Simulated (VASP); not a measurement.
# Lu (Im-3m) in VASP: a series of runs, part 2 of 3

VASP 6.6.1. Earlier steps stand in the parts before.

### 4 Single point, r2SCAN+rVV10

This run uses another cell than the first one, of 28.97 Å³/atom, 1.003 times its volume.

File POSCAR:

```
Lu
1.0
   -1.9348089104      1.9348089104      1.9348089104
    1.9348089104     -1.9348089104      1.9348089104
    1.9348089104      1.9348089104     -1.9348089104
Lu
1
Direct
    0.0000000000      0.0000000000      0.0000000000
```

File INCAR.step1:

```
SYSTEM = Lu
PREC     = Accurate       ! precision mode
ENCUT    = 520            ! plane-wave cutoff, eV
ISMEAR   = -1             ! smearing method
SIGMA    = 0.05           ! smearing width, eV
LREAL    = .False.        ! projectors in reciprocal space
LASPH    = .True.         ! aspherical terms in the spheres
NELM     = 80             ! most SCF steps
NBANDS   = 18             ! bands
GGA      = PE             ! functional
ALGO     = Normal         ! electronic algorithm
EDIFF    = 1E-4           ! SCF threshold, eV
LWAVE    = .True.         ! write WAVECAR
LCHARG   = .False.        ! write CHGCAR
```

File INCAR.step2:

```
SYSTEM = Lu
PREC     = Accurate       ! precision mode
ENCUT    = 520            ! plane-wave cutoff, eV
EDIFF    = 1E-6           ! SCF threshold, eV
ISMEAR   = -1             ! smearing method
SIGMA    = 0.05           ! smearing width, eV
LREAL    = .False.        ! projectors in reciprocal space
LASPH    = .True.         ! aspherical terms in the spheres
NELM     = 80             ! most SCF steps
ALGO     = Normal         ! electronic algorithm
ISIF     = 2              ! what is computed and relaxed
LWAVE    = .False.        ! write WAVECAR
LCHARG   = .False.        ! write CHGCAR
METAGGA  = R2SCAN         ! meta-GGA
LMIXTAU  = .True.       
LUSE_VDW = .True.       
IVDW_NL  = 2            
BPARAM   = 11.95        
CPARAM   = 0.0093       
NBANDS   = 18             ! bands
ISTART   = 1
```

File KPOINTS:

```
Automatic mesh
0
Gamma
  10 10 10
  0 0 0
```

Potentials or basis: VASP PAW PBE potentials, release 64 (Lu).

Launch:

```
$ cat potpaw_PBE.64/Lu/POTCAR > POTCAR
$ cp INCAR.step1 INCAR
$ mpirun -np 1 vasp_std > vasp.out
$ cp INCAR.step2 INCAR
$ mpirun -np 1 vasp_std > vasp.out
```

OUTCAR:

```text
SYSTEM = Lu
   PREC = Accurate
   ENCUT = 520
   EDIFF = 1E-6
   ISMEAR = -1
   LREAL = .False.
   LASPH = .True.
   NELM = 80
   ISIF = 2
   METAGGA = R2SCAN
   IVDW_NL = 2
   BPARAM = 11.95
   ISTART = 1

 ion  position               nearest neighbor table
   1  0.000  0.000  0.000-

  LATTYP: Found a body centered cubic cell.
 ALAT       =     3.8696178208

  Lattice vectors:

 A1 = (  -1.9348089104,   1.9348089104,   1.9348089104)
 A2 = (   1.9348089104,  -1.9348089104,   1.9348089104)
 A3 = (   1.9348089104,   1.9348089104,  -1.9348089104)

Analysis of symmetry for initial positions (statically):
=====================================================================
 Subroutine PRICEL returns:
 Original cell was already a primitive cell.

 Routine SETGRP: Setting up the symmetry group for a
 body centered cubic supercell.

 Subroutine GETGRP returns: Found 48 space group operations
 (whereof 48 operations were pure point group operations)
 out of a pool of 48 trial point group operations.

The static configuration has the point symmetry O_h .

Analysis of symmetry for dynamics (positions and initial velocities):
=====================================================================
 Subroutine PRICEL returns:
 Original cell was already a primitive cell.

 Routine SETGRP: Setting up the symmetry group for a
 body centered cubic supercell.

 Subroutine GETGRP returns: Found 48 space group operations
 (whereof 48 operations were pure point group operations)
 out of a pool of 48 trial point group operations.

The dynamic configuration has the point symmetry O_h .

 Subroutine INISYM returns: Found 48 space group operations
 (whereof 48 operations are pure point group operations),
 and found     1 'primitive' translations

----------------------------------------------------------------------------------------

                                     Primitive cell

  volume of cell :      28.9717

  direct lattice vectors                    reciprocal lattice vectors
    -1.934808910  1.934808910  1.934808910     0.000000000  0.258423453  0.258423453
     1.934808910 -1.934808910  1.934808910     0.258423453  0.000000000  0.258423453
     1.934808910  1.934808910 -1.934808910     0.258423453  0.258423453  0.000000000

  length of vectors
     3.351187336  3.351187336  3.351187336     0.365465952  0.365465952  0.365465952

  position of ions in fractional coordinates (direct lattice)
     0.000000000  0.000000000  0.000000000

  ion indices of the primitive-cell ions
   primitive index   ion index
                 1           1

----------------------------------------------------------------------------------------

 KPOINTS: Automatic mesh

Automatic generation of k-mesh.
 Grid dimensions read from file:
 generate k-points for:   10   10   10

 Generating k-lattice:

  Cartesian coordinates                     Fractional coordinates (reciprocal lattice)
     0.000000000  0.025842345  0.025842345     0.100000000  0.000000000  0.000000000
     0.025842345  0.000000000  0.025842345     0.000000000  0.100000000  0.000000000
     0.025842345  0.025842345  0.000000000     0.000000000  0.000000000  0.100000000

  Length of vectors
     0.036546595  0.036546595  0.036546595

  Shift w.r.t. Gamma in fractional coordinates (k-lattice)
     0.000000000  0.000000000  0.000000000

 Subroutine IBZKPT returns following result:
 ===========================================

 Found     47 irreducible k-points:

 Following reciprocal coordinates:
            Coordinates               Weight
  0.000000  0.000000  0.000000      1.000000
  0.100000  0.000000  0.000000     12.000000
  0.200000  0.000000  0.000000     12.000000
  0.300000  0.000000  0.000000     12.000000
  0.400000  0.000000  0.000000     12.000000
  0.500000  0.000000  0.000000      6.000000
[... 16 lines left out ...]
  0.300000  0.300000  0.100000      8.000000
 -0.300000  0.300000  0.100000     24.000000
 [... further k-points ...]
   k-points           NKPTS =     47   k-points in BZ     NKDIM =     47   number of bands    NBANDS=     18
   number of dos      NEDOS =    301   number of ions     NIONS =      1
   total plane-waves  NPLWV =  21952
   dimension x,y,z NGX =    28 NGY =   28 NGZ =   28
   dimension x,y,z NGXF=    56 NGYF=   56 NGZF=   56
   ions per type =               1
   NGX,Y,Z   is equivalent  to a cutoff of  13.89, 13.89, 13.89 a.u.
   NGXF,Y,Z  is equivalent  to a cutoff of  27.78, 27.78, 27.78 a.u.
 SYSTEM =  Lu
   PREC   = accura    normal or accurate (medium, high low for compatibility)
   ISTART =      1    job   : 0-new  1-cont  2-samecut
   ICHARG =      0    charge: 1-file 2-atom 10-const
   ISPIN  =      1    spin polarized calculation?
   LNONCOLLINEAR =      F non collinear calculations
   LSORBIT =      F    spin-orbit coupling
   LASPH  =      T    aspherical Exc in radial PAW
   ENCUT  =  520.0 eV  38.22 Ry    6.18 a.u.   6.23  6.23  6.23*2*pi/ulx,y,z
   NELM   =     80;   NELMIN=  2; NELMDL=  0     # of ELM steps
   EDIFF  = 0.1E-05   stopping-criterion for ELM
   LREAL  =      F    real-space projection
   EDIFFG = 0.1E-04   stopping-criterion for IOM
   NSW    =      0    number of steps for IOM
   IBRION =     -1    ionic relax: 0-MD 1-quasi-New 2-CG
   NFREE  =      0    steps in history (QN), initial steepest desc. (CG)
   ISIF   =      2    stress and relaxation
   ISYM   =      2    0-nonsym 1-usesym 2-fastsym
   POTIM  = 0.5000    time-step for ionic-motion
   TEBEG  =    0.0;   TEEND  =   0.0 temperature during run
   PSTRESS=    0.0 pullay stress
   NELECT =      25.0000    total number of electrons
   NUPDOWN=      -1.0000    fix difference up-down
   EMIN   =  10.00;   EMAX   =-10.00  energy-range for DOS
   EFERMI =   0.00;   METHOD = LEGACY
   ISMEAR =    -1;   SIGMA  =   0.05  broadening in eV -4-tet -1-fermi 0-gaus
   EFERMI_NEDOS =   21; number of points for ismear=-14 and -15
   IALGO  =     38    algorithm
   IMIX   =      4    mixing-type and parameters
     AMIX     =   0.40;   BMIX     =  1.00
     AMIX_MAG =   1.60;   BMIX_MAG =  1.00
  volume/ion in A,a.u.               =      28.97       195.51
  Fermi-wavevector in a.u.,A,eV,Ry     =   1.558584  2.945296 33.051037  2.429183
  Thomas-Fermi vector in A             =   2.662067
   LORBIT       =      0    0 simple, 1 ext, 2 COOP (PROOUT), +10 PAW based schemes
   METAGGA = R2SCAN    functional components
   LHFCALC =     F    Hartree Fock is set to
   AEXX    =    0.0000 exact exchange contribution
   IVDW_NL    =     2    kernel type
   BPARAM     =11.9500
   IVDW    =     0    specifies the selected vdW correction
   LEPSILON=     F    determine dielectric tensor
   LRPA    =     F    only Hartree local field effects (RPA)
 non-spin polarized calculation
  energy-cutoff  :      520.00
  volume of cell :       28.97
 maximum number of plane-waves:       798
 NGX is ok and might be reduce to    28
   NGX = 13   NGY = 13   NGZ = 13

 number of electron      24.9999992 magnetization

 Free energy of the ion-electron system (eV)
  ---------------------------------------------------
  ext. energy  EPLUGINS =         0.00000000
  ---------------------------------------------------
  free energy    TOTEN  =       -37.18835540 eV

  energy without entropy =      -37.17319695  energy(sigma->0) =      -37.18077618

 E-fermi :   2.3284     XC(G=0): -11.6511

 val. band max:        2.2764753573   @ k =   0.4000   0.2000   0.0000
 cond. band min:       2.3692519100   @ k =   0.2000   0.2000   0.1000
 fundamental gap:      0.0927765527
 Fermi energy:         2.3283735587

 k-point     1 :       0.0000    0.0000    0.0000
  band No.  band energies     occupation
      1     -55.7472      2.00000
      2     -25.5013      2.00000
      3     -25.5013      2.00000
      4     -25.5013      2.00000
      5      -4.1219      2.00000
      6      -3.0113      2.00000
[... 10 lines left out ...]
     17       6.9967      0.00000
     18      14.4928      0.00000

 k-point     2 :       0.1000    0.0000    0.0000
  band No.  band energies     occupation
      1     -55.7439      2.00000
      2     -25.5528      2.00000
      3     -25.5173      2.00000
      4     -25.5016      2.00000
      5      -3.8174      2.00000
      6      -3.0087      2.00000
[... 10 lines left out ...]
     17       6.9938      0.00000
     18      14.7776      0.00000
[... 442 lines left out ...]
 k-point    24 :      -0.3000    0.3000    0.1000
  band No.  band energies     occupation
      1     -55.7215      2.00000
      2     -25.8358      2.00000
      3     -25.6275      2.00000
      4     -25.5409      2.00000
      5      -2.9969      2.00000
      6      -2.9724      2.00000
[... 10 lines left out ...]
     17       7.7390      0.00000
     18      13.0986      0.00000

 [... further k-points ...]

------------------------ aborting loop because EDIFF is reached ----------------------------------------

  FORCE on cell =-STRESS in cart. coord.  units (eV):
  Direction    XX          YY          ZZ          XY          YZ          ZX
  --------------------------------------------------------------------------------------
  -------------------------------------------------------------------------------------
  Total        0.0251590      0.0251590      0.0251590      0.0000000      0.0000000      0.0000000
  in kB        1.3913299      1.3913299      1.3913299      0.0000000      0.0000000      0.0000000
  external PRESSURE =       1.3913299 kB  Pullay stress =       0.0000000 kB

 VOLUME and BASIS-vectors are now :
 -----------------------------------------------------------------------------
  energy-cutoff  :      520.00
  volume of cell :       28.97
      direct lattice vectors                 reciprocal lattice vectors
    -1.934808910  1.934808910  1.934808910     0.000000000  0.258423453  0.258423453
     1.934808910 -1.934808910  1.934808910     0.258423453  0.000000000  0.258423453
     1.934808910  1.934808910 -1.934808910     0.258423453  0.258423453  0.000000000

 POSITION                                       TOTAL-FORCE (eV/Angst)
 -----------------------------------------------------------------------------------
      0.00000      0.00000      0.00000        -0.000000      0.000000     -0.000000
 -----------------------------------------------------------------------------------
    total drift:                               -0.000000     -0.000000     -0.000000

  FREE ENERGIE OF THE ION-ELECTRON SYSTEM (eV)
  ---------------------------------------------------
  free  energy   TOTEN  =       -37.1883554010 eV

  energy  without entropy=      -37.1731969546  energy(sigma->0) =      -37.18077618
```

Run time: 2 min. Hardware: 1 thread of Intel Xeon Platinum 8375C at 2.90GHz (Ice Lake), shared host; peak memory 0.28 GiB.

What came out:

```yaml
Free_energy: -37.1884 eV
Pressure: 0.1 GPa
```

Caveat: the PAW data sets were made with another functional, which shifts forces and pressure a little; spin-orbit coupling is left out, which moves the levels of the heavy elements.

(Continued in part 3 of 3.)
